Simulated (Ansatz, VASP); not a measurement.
One calculation of TaN, two programs

```
CELL_PARAMETERS angstrom
2.93800 0.00000 0.00000
-1.46900 2.54438 0.00000
0.00000 0.00000 2.88300
ATOMIC_POSITIONS crystal
Ta 0.33333 0.66667 0.50000
N 0.06199 0.04538 0.04005
```

Alike in both runs: task single point; functional PBE; k mesh 12 × 12 × 10; occupations fermi-dirac, width 0.02 eV; no spin polarisation.

|  | VASP | Ansatz |
| --- | --- | --- |
| version | VASP 6.6.1 | Ansatz 0.2.0 |
| potentials or method | VASP PAW PBE potentials, release 64 (Ta_pv, N), cutoff 520 eV | all-electron LAPW, scalar-relativistic |

```csv
,VASP,Ansatz,Ansatz less VASP
pressure (GPa),11.7,11.0,-0.71
"traceless stress, the component that is largest in VASP (GPa)",4.80,4.71,-0.088
rms of the force components (eV/Å),1.580,1.557,-0.0233
```

Atom by atom the forces differ by 0.024 eV/Å (rms over components). Ansatz ran all-electron here, and VASP with PAW potentials.

Spin-orbit coupling is off throughout.
